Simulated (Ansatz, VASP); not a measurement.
H in VASP and in Ansatz

```xyz
2
Lattice="-1.7392 1.7392 1.9472 1.7392 -1.7392 1.9472 1.7392 1.7392 -1.9472" Properties=species:S:1:pos:R:3 pbc="T T T"
H     0.0000    0.0000    3.5433
H     0.0000    0.0000    0.3510
```

Alike in both runs: task single point; functional r2SCAN; k mesh 10 × 10 × 10; occupations gaussian, width 0.05 eV; no spin polarisation.

```csv
,VASP,Ansatz
version,VASP 6.6.1,Ansatz 0.2.0
potentials or method,"VASP PAW PBE potentials, release 64 (H), cutoff 520 eV","scalar-relativistic, plane waves, PAW"
valence electrons in the cell,2,2
```

Ansatz gave:

```
gap on the k mesh at the Fermi level (eV)                     : 10.07
least direct gap on the mesh (eV)                             : 10.87
pressure (GPa)                                                : 2.8
traceless stress, the component that is largest in VASP (GPa) : 5.28
rms of the force components (eV/Å)                            : 0.950
```

Task: Estimate VASP's values.

Result: gap on the k mesh at the Fermi level (eV): 10.09; least direct gap on the mesh (eV): 10.89; pressure (GPa): 2.6; traceless stress, the component that is largest in VASP (GPa): 5.27; rms of the force components (eV/Å): 0.953.

VASP's potentials were made for PBE, not for r2SCAN. Atom by atom the forces differ by 0.004 eV/Å (rms over components). With one functional, cell and mesh, what is left measures potentials, basis and numerics.
